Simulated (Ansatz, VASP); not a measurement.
**One calculation of Ni, two programs**

```
CELL_PARAMETERS angstrom
2.43129 0.00000 0.00000
-1.21564 2.10556 0.00000
0.00000 0.00000 3.99692
ATOMIC_POSITIONS crystal
Ni 0.33333 0.66667 0.25000
Ni 0.66667 0.33333 0.75000
```

Alike in both runs: task single point; functional revPBE; k mesh 16 × 16 × 9; occupations fermi-dirac, width 0.1 eV; no spin polarisation.

|  | VASP | Ansatz |
| --- | --- | --- |
| version | VASP 6.6.1 | Ansatz 0.2.0 |
| potentials or method | VASP PAW PBE potentials, release 64 (Ni), cutoff 520 eV | plane waves (420 eV) with PAW, scalar-relativistic |
| valence electrons in the cell | 20 | 36 |

|  | VASP | Ansatz | Ansatz less VASP |
| --- | --- | --- | --- |
| pressure (GPa) | 19.0 | 18.9 | -0.06 |

VASP's potentials were made for PBE, not for revPBE. VASP's potentials hold 20 valence electrons a cell and Ansatz's 36, so a difference there can come from the potentials and not from the codes.
